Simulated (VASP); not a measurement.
Wanted: the native input for a VASP 6.6.1 run.

```yaml
Task: single point
Functional: LDA
Potentials_or_basis: VASP PAW LDA potentials, release 64 (W_sv)
Cutoff: 520 eV
k_mesh: 12 × 12 × 12
Occupations: fermi-dirac, width 0.08 eV
Spin: collinear spin, ferromagnetic start
Starting_moments: "[1.2] μB"
Fixed_moment: 1.2 μB
Dipole_correction: no
Further_INCAR_settings: ALGO = Normal; EDIFF = 1e-06; NBANDS = 17
```

The structure of W lies in POSCAR:

```
W
1.0
    0.0000000000      2.0300000000      2.0300000000
    2.0300000000      0.0000000000      2.0300000000
    2.0300000000      2.0300000000      0.0000000000
W
1
Direct
    0.0000000000      0.0000000000      0.0000000000
```

The input as run:

INCAR

```
SYSTEM = W
  PREC = Accurate
  ENCUT = 520
  EDIFF = 1E-6
  ISMEAR = -1
  SIGMA = 0.08
  LREAL = .FALSE.
  LASPH = .TRUE.
  NELM = 150
  ALGO = Normal
  ISIF = 2
  LWAVE = .FALSE.
  LCHARG = .FALSE.
  ISPIN = 2
  MAGMOM = 1.2
  LORBIT = 11
  NUPDOWN = 1.2
  LMAXMIX = 4
  GGA = CA
  NBANDS = 17
```

KPOINTS

```
Automatic mesh
0
G
  12 12 12
  0 0 0
```

Potentials or basis: VASP PAW LDA potentials, release 64 (W_sv).

Run with:

```console
$ cat potpaw_LDA.64/W_sv/POTCAR > POTCAR
$ mpirun -np 1 vasp_std > vasp.out
```

It gave:

```yaml
Pressure: -10.2 GPa
Net_moment: 1.20 μB per cell
Site_moments: W +0.94 μB
Valence_electrons_inside_the_program's_atomic_spheres: W 12.04
```

Caveat: the total moment is fixed, so each spin has its own Fermi level.

Run time: 24 s on 1 thread of Intel(R) Xeon(R) Platinum 8488C (Sapphire Rapids), on a shared host, peak memory 0.15 GiB.
